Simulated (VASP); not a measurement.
Input of a VASP 6.6.1 run:

The input INCAR:

```
ALGO = Normal
EDIFF = 1E-7
ENCUT = 520
ISIF = 2
ISMEAR = -1
LASPH = True
LCHARG = False
LREAL = False
LWAVE = False
NBANDS = 13
NELM = 60
PREC = Accurate
SIGMA = 0.05
```

Contents of KPOINTS:

```
k-points
0
Gamma
  17 17 17
```

Contents of POSCAR:

```
Ge
1.0
   -1.5399963805      1.5399963805      1.5399963805
    1.5399963805     -1.5399963805      1.5399963805
    1.5399963805      1.5399963805     -1.5399963805
Ge
1
Direct
    0.0000000000      0.0000000000      0.0000000000
```

Potentials or basis: VASP PAW LDA potentials, release 64 (Ge_d).

Run with:

```console
$ cat potpaw_LDA.64/Ge_d/POTCAR > POTCAR
$ mpirun -np 1 vasp_std > vasp.out
```

**Question.** What does it give for the band gap on the k mesh?

**Answer.** Zero (band 7 reaches 21.61 eV, above the bottom of band 8 at 5.56 eV).

**Question.** Predict the pressure.

**Answer.** 25.2 GPa.
